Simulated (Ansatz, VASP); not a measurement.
**Ag, level by level in two programs**

```xyz
2
Lattice="2.9494 0.0000 0.0000 -1.4747 2.5543 0.0000 0.0000 0.0000 4.8217" Properties=species:S:1:pos:R:3 pbc="T T T"
Ag    1.4747    0.8514    3.6163
Ag    0.0000    1.7028    1.2054
```

Single points on this cell with VASP 6.6.1 and Ansatz 0.2.0. Each row is one pair of runs. Alike in all rows: spin: off; smearing: fermi-dirac, width 0.05 eV.

```csv
level,k mesh,"VASP's potentials, cutoff","Ansatz's potentials, cutoff","gap on the k mesh at the Fermi level (eV), VASP","gap on the k mesh at the Fermi level (eV), Ansatz","pressure (GPa), VASP","pressure (GPa), Ansatz"
LDA,10 × 10 × 6,"VASP PAW LDA potentials, release 64 (Ag), 520 eV","Ansatz PAW, 420 eV",none,?,-11.7,?
r2SCAN,10 × 10 × 6,"VASP PAW PBE potentials, release 64 (Ag), 520 eV","Ansatz PAW, 500 eV",none,none,-4.0,-4.1
PBE-based screened hybrid,5 × 5 × 3,"VASP PAW PBE potentials, release 64 (Ag), 520 eV","Ansatz PAW, 420 eV",none,none,-2.3,-2.3
```

**Question.** Fill in what Ansatz gave in row 1.

**Answer.** gap on the k mesh at the Fermi level (eV): none; pressure (GPa): -11.8.

VASP's potentials hold 22 valence electrons a cell and Ansatz's 38, so a difference there can come from the potentials and not from the codes.

A gap of «none» marks a metal or a gap that the smearing closes.

The k mesh is coarse in some rows, so the values compare programs but aren't converged.
